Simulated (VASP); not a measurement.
Wanted: the native input for a VASP 6.6.1 run.

```yaml
Task: single point
Functional: PBEsol
Potentials_or_basis: VASP PAW PBE potentials, release 64 (Cd, Se)
Cutoff: 520 eV
k_mesh: 8 × 8 × 6
Occupations: gaussian, width 0.05 eV
Spin: no spin polarisation
Dipole_correction: no
Further_INCAR_settings: ALGO = Normal; EDIFF = 1e-06; NBANDS = 26
```

The structure of CdSe lies in POSCAR:

```
CdSe
1.0
    0.0000000000     -3.0413096037     -3.0413096037
    0.0000000000      3.0413096037     -3.0413096037
    6.0826192074      0.0000000000      0.0000000000
Cd Se
2 2
Direct
    0.5525297480      0.5780061237      0.5000000000
   -0.0525297480     -0.0780061237      0.0000000000
    0.0726514138      0.4766694445      0.2500000000
    0.4273485862      0.0233305555      0.7500000000
```

This cell differs from its parent crystal: atoms displaced along a vibrational mode.

These files were run (other wordings do the same):

INCAR

```
SYSTEM = CdSe
PREC = Accurate
ENCUT = 520
EDIFF = 1E-6
ISMEAR = 0
SIGMA = 0.05
LREAL = .False.
LASPH = .True.
NELM = 60
ALGO = Normal
ISIF = 2
LWAVE = .False.
LCHARG = .False.
GGA = PS
NBANDS = 26
```

KPOINTS

```
regular mesh
0
Gamma
  8 8 6
  0 0 0
```

Potentials or basis: VASP PAW PBE potentials, release 64 (Cd, Se).

The run is started by

```console
$ cat potpaw_PBE.64/Cd/POTCAR potpaw_PBE.64/Se/POTCAR > POTCAR
$ mpirun -np 1 vasp_std > vasp.out
```

Results of the run:

The pressure is -0.1 GPa, the largest force is 1.231 eV/Å and the band gap on the k mesh is 0.47 eV.

Caveat: the cell differs from its parent crystal (atoms displaced along a vibrational mode); the PAW data sets were made with another functional, which shifts forces and pressure a little.

Wall time 3.3 min on 1 thread of Intel(R) Xeon(R) Platinum 8488C (Sapphire Rapids) (shared host), peak memory 0.46 GiB.
